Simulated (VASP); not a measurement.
Wanted: the native input for a VASP 6.6.1 run.

```
Task                   : single point
Functional             : LDA
Potentials or basis    : VASP PAW LDA potentials, release 64 (Al, Cu)
Cutoff                 : 520 eV
k mesh                 : 12 × 12 × 8
Occupations            : gaussian, width 0.15 eV
Spin                   : no spin polarisation
Dipole correction      : no
Further INCAR settings : ALGO = Fast; EDIFF = 1e-06; NBANDS = 24
```

The structure of Al3Cu2 lies in POSCAR:

```
Al3Cu2
1.0
    3.9610147888      0.0000000000      0.0000000000
   -1.9805073944      3.4303394319      0.0000000000
    0.0000000000      0.0000000000      5.1618512506
Al Cu
3 2
Direct
    0.0000000000      0.0000000000      0.0000000000
    0.3333333333      0.6666666667      0.3508928116
    0.6666666667      0.3333333333      0.6491071884
    0.3333333333      0.6666666667      0.8415870660
    0.6666666667      0.3333333333      0.1584129340
```

These files were run (other wordings do the same):

INCAR

```
PREC = Accurate
ENCUT = 520
EDIFF = 1E-6
ISMEAR = 0
SIGMA = 0.15
LREAL = F
LASPH = T
NELM = 80
ALGO = Fast
ISIF = 2
LWAVE = F
LCHARG = F
GGA = CA
NBANDS = 24
```

KPOINTS

```
Automatic mesh
0
Gamma
  12 12 8
```

Potentials or basis: VASP PAW LDA potentials, release 64 (Al, Cu).

Run with:

```bash
$ cat potpaw_LDA.64/Al/POTCAR potpaw_LDA.64/Cu/POTCAR > POTCAR
$ mpirun -np 1 vasp_std > vasp.out
```

It gave:

```
Pressure               : 2.0 GPa
Largest force          : 0.190 eV/Å
Band gap on the k mesh : zero (an odd number of electrons rules out a gap without spin polarisation)
```

Caveat: the stress differs along the axes, from -6 to 6 GPa.

Run time: 2.2 min on 1 thread of Intel(R) Xeon(R) 6975P-C (Granite Rapids) (shared host), peak memory 0.29 GiB.
